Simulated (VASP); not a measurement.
Crystal: Ge3Pt.

```
Ge Pt
1.0
     4.05920    0.00000    0.00000
     0.00000    4.05920    0.00000
     0.00000    0.00000    4.05920
Ge Pt
3 1
Direct
  0.00000 0.50000 0.50000
  0.50000 0.00000 0.50000
  0.50000 0.50000 0.00000
  0.00000 0.00000 0.00000
```

```yaml
Program: VASP 6.6.1
Task: relaxation of cell and atoms
Functional: PBE
Potentials_or_basis: VASP PAW PBE potentials, release 64 (Ge_d, Pt)
Cutoff: 600 eV
k_mesh: 4 × 4 × 4
Occupations: gaussian, width 0.1 eV
Spin: no spin polarisation
```

At the start: pressure 7.5 GPa; volume 16.72 Å³/atom.

Q: How do energy, volume and symmetry change on relaxing?

A: Over 3 steps the energy falls by 25.3 meV/atom and the volume is 17.86 Å³/atom (+6.8 %); space group Pm-3m (No. 221, to 0.1 Å) before and after.

The path:
| step | energy change (eV) | largest force (eV/Å) | pressure (GPa) | volume (Å³) |
| --- | --- | --- | --- | --- |
| 1 | 0.0000 | 0.0000 | 7.52 | 66.88 |
| 2 | -0.0539 | 0.0000 | -4.36 | 74.77 |
| 3 | -0.1010 | 0.0000 | -0.12 | 71.43 |

Final structure:
```
Ge Pt
1.0
     4.14909    0.00000    0.00000
     0.00000    4.14909    0.00000
     0.00000    0.00000    4.14909
Ge Pt
3 1
Direct
  0.00000 0.50000 0.50000
  0.50000 0.00000 0.50000
  0.50000 0.50000 0.00000
  0.00000 0.00000 0.00000
```

Caveat: the k points lie up to 0.38 Å⁻¹ apart in the final cell, too coarse for converged energies and pressures of a metal.
